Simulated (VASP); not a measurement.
# EuS: single point with r2SCAN

**Experimental background.**

“Crystal-field mediated electronic transitions of EuS up to 35 GPa”, 2022, pmc:8786971 reports, for a powder of EuS at 300 K: band gap 1.72 eV (optical).

The system is EuS.

```
CELL_PARAMETERS angstrom
0.00000 2.93499 2.93499
2.93499 0.00000 2.93499
2.93499 2.93499 0.00000
ATOMIC_POSITIONS crystal
Eu 0.00000 0.00000 0.00000
S 0.50000 0.50000 0.50000
```

```json
{
 "Program": "VASP 6.6.1",
 "Task": "single point",
 "Functional": "r2SCAN",
 "Potentials or basis": "VASP PAW PBE potentials, release 64 (Eu, S)",
 "Cutoff": "800 eV",
 "k mesh": "9 × 9 × 9",
 "Occupations": "fermi-dirac, width 0.1 eV",
 "Spin": "collinear spin, ferromagnetic start",
 "Starting moments": "[9.1, 0.0] μB",
 "Dipole correction": "no",
 "Further INCAR settings": "ALGO = Normal; EDIFF = 1e-06; NBANDS = 22"
}
```

```json
{
 "Pressure": "-0.4 GPa",
 "Band gap on the k mesh": "zero (filled and empty bands overlap)",
 "Net moment": "6.97 μB per cell",
 "Site moments": "Eu +6.51; S -0.08 μB",
 "Valence electrons inside the program's atomic spheres": "Eu 14.81; S 3.79"
}
```

Levels at points of the mesh, in eV from the Fermi level:
Spin up:
```tsv
k point	band 13	band 14	band 15	band 16	band 17	band 18
(0.00, 0.00, 0.00)	-0.09	-0.09	-0.09	1.08	1.08	1.08
```
Spin down:
```csv
k point,band 6,band 7,band 8,band 9,band 10,band 11
"(0.00, 0.00, 0.00)",-3.00,-3.00,-3.00,1.93,1.93,1.93
```

Run time: 5.2 min on 1 thread of Intel(R) Xeon(R) 6975P-C (Granite Rapids) (shared host), peak memory 0.4 GiB.

Against the measured gap of EuS, 1.72 eV (optical; 300 K; powder; “Crystal-field mediated electronic transitions of EuS up to 35 GPa”, 2022, pmc:8786971), the calculated 0.00 eV is off by -1.72 eV. So large a miss can be the level of theory's own, or it may mean another phase, state or a wrong row. Spin-orbit coupling on Eu is left out. The value is that of r2SCAN on a finite k mesh, which can miss the band edges, without temperature or zero-point motion. The run's magnetic order (collinear spin, ferromagnetic start) needn't be the measured crystal's.

Caveat: the PAW data sets were made with another functional, which shifts forces and pressure a little; spin-orbit coupling is left out, which moves the levels of the heavy elements; a cell with one magnetic atom can't hold antiferromagnetic order, which such compounds often take; semilocal functionals describe open f shells poorly, which spoils levels, moments and volumes. The state reached can hang on the start; a lower one may exist.
